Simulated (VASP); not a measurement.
The system is MnPt2.

```
CELL_PARAMETERS angstrom
2.81977 0.00000 0.00000
-1.40989 2.44199 0.00000
0.00000 0.00000 6.44422
ATOMIC_POSITIONS crystal
Pt 0.66667 0.33333 0.31621
Pt 0.33333 0.66667 0.68379
Mn 0.00000 0.00000 0.00000
```

Base run:

| Property | Result |
| --- | --- |
| Program | VASP 6.6.1 |
| Functional | PBEsol |
| Potentials or basis | VASP PAW PBE potentials, release 64 (Pt, Mn_pv) |
| Cutoff | 520 eV |
| k mesh | 11 × 11 × 4 |
| Occupations | fermi-dirac, width 0.05 eV |
| Spin | collinear spin, ferromagnetic start |
| Starting moments | [0.0, 0.0, 4.0] μB |

Its results: pressure -2.4 GPa; net moment 4.31 μB per cell; site moments Pt +0.27; Mn +3.59 μB; largest force 0.119 eV/Å.

Task: After a change of settings the same cell gave: pressure 7.0 GPa; net moment 4.79 μB per cell; site moments Pt +0.32; Mn +4.00 μB; largest force 0.153 eV/Å. Which change was it?
A. further incar settings from ALGO = Normal; EDIFF = 1e-06; NBANDS = 28 to ALGO = Normal; EDIFF = 1e-07; NBANDS = 28
B. functional from PBEsol to LDA; potentials or basis from VASP PAW PBE potentials, release 64 (Pt, Mn_pv) to VASP PAW LDA potentials, release 64 (Pt, Mn_pv)
C. functional from PBEsol to r2SCAN

Result: C.

Caveats: the PAW data sets were made with another functional, which shifts forces and pressure a little; the cell stands under pressure (at least some runs).
